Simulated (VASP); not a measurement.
The system is Si3Au.

```
CELL_PARAMETERS angstrom
5.76833 0.00000 0.00000
-2.88416 4.99552 0.00000
0.00000 0.00000 4.55961
ATOMIC_POSITIONS crystal
Si 0.84577 0.69153 0.25000
Si 0.15423 0.84577 0.75000
Si 0.30847 0.15423 0.25000
Si 0.15423 0.30847 0.75000
Si 0.84577 0.15423 0.25000
Si 0.69153 0.84577 0.75000
Au 0.33333 0.66667 0.25000
Au 0.66667 0.33333 0.75000
```

| Quantity | Value |
| --- | --- |
| Program | VASP 6.6.1 |
| Task | relaxation of cell and atoms |
| Functional | PBE |
| Potentials or basis | VASP PAW PBE potentials, release 64 (Si, Au) |
| Cutoff | 600 eV |
| k mesh | 6 × 6 × 8 |
| Occupations | gaussian, width 0.1 eV |
| Spin | no spin polarisation |

At the start: pressure -0.0 GPa; volume 16.42 Å³/atom.

Problem. How do energy, volume and symmetry change on relaxing?

Solution. Over 8 steps the energy falls by 11.7 meV/atom and the volume is 16.30 Å³/atom (-0.8 %); space group P6_3/mmc (No. 194, to 0.1 Å) before and after.

The path:
| step | energy change (eV) | largest force (eV/Å) | pressure (GPa) | volume (Å³) |
| --- | --- | --- | --- | --- |
| 1 | 0.0000 | 0.3921 | -0.03 | 131.39 |
| 2 | -0.0409 | 0.2898 | -0.19 | 131.32 |
| 3 | -0.0831 | 0.0168 | -0.37 | 131.15 |
| 4 | -0.0834 | 0.0379 | -0.38 | 131.16 |
| 5 | -0.0915 | 0.0212 | 0.32 | 130.06 |
| 6 | -0.0919 | 0.0159 | 0.52 | 129.76 |
| 7 | -0.0930 | 0.0049 | -0.29 | 130.77 |
| 8 | -0.0938 | 0.0094 | 0.03 | 130.37 |

Final structure:
```yaml
crystal:
  lattice:
    - [5.75372, 0.00000, 0.00000]
    - [-2.87686, 4.98287, 0.00000]
    - [0.00000, 0.00000, 4.54721]
  atoms:
    - { symbol: Si, position: [0.83803, 0.67606, 0.25000] }
    - { symbol: Si, position: [0.16197, 0.83803, 0.75000] }
    - { symbol: Si, position: [0.32394, 0.16197, 0.25000] }
    - { symbol: Si, position: [0.16197, 0.32394, 0.75000] }
    - { symbol: Si, position: [0.83803, 0.16197, 0.25000] }
    - { symbol: Si, position: [0.67606, 0.83803, 0.75000] }
    - { symbol: Au, position: [0.33333, 0.66667, 0.25000] }
    - { symbol: Au, position: [0.66667, 0.33333, 0.75000] }
```
